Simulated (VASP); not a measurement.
CaO:

```
Ca O
1.0
     0.00000    2.38380    2.38380
     2.38380    0.00000    2.38380
     2.38380    2.38380    0.00000
Ca O
1 1
Direct
  0.00000 0.00000 0.00000
  0.50000 0.50000 0.50000
```

Base run:

| Property | Result |
| --- | --- |
| Program | VASP 6.6.1 |
| Functional | PBEsol |
| Potentials or basis | VASP PAW PBE potentials, release 64 (Ca_sv, O) |
| Cutoff | 520 eV |
| k mesh | 9 × 9 × 9 |
| Occupations | fermi-dirac, width 0.05 eV |
| Spin | no spin polarisation |

Its results: band gap on the k mesh 3.58 eV, indirect (least direct gap 3.95 eV); pressure 0.6 GPa.

Q: The run is repeated on the same cell with these changes: functional from PBEsol to r2SCAN. What comes out?

A: Band gap on the k mesh 4.24 eV, indirect (least direct gap 4.61 eV); pressure 3.2 GPa.

r2SCAN gives the wider gap, since meta-GGAs in the generalised Kohn-Sham scheme recover part of the derivative discontinuity.

Caveats: the PAW data sets were made with another functional, which shifts forces and pressure a little.

A k mesh can miss the band edges.
